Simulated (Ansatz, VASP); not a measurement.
Ca: VASP beside Ansatz

```
Ca
1.0
    -2.08572    2.08572    2.08572
     2.08572   -2.08572    2.08572
     2.08572    2.08572   -2.08572
Ca
1
Cartesian
  0.0000 0.0000 0.0000
```

Alike in both runs: task single point; functional LDA; k mesh 12 × 12 × 12; occupations fermi-dirac, width 0.1 eV; no spin polarisation.

```csv
,VASP,Ansatz
version,VASP 6.6.1,Ansatz 0.2.0
potentials or method,"VASP PAW LDA potentials, release 64 (Ca_sv), cutoff 520 eV","plane waves (420 eV) with PAW, scalar-relativistic"
valence electrons in the cell,10,10
```

```csv
,VASP,Ansatz,Ansatz less VASP
pressure (GPa),0.8,0.8,-0.01
```

Ansatz warns that its potentials were made for another functional, while VASP's fit it. LDA's correlation is that of Perdew and Zunger in VASP and of Perdew and Wang (1992) in Ansatz.
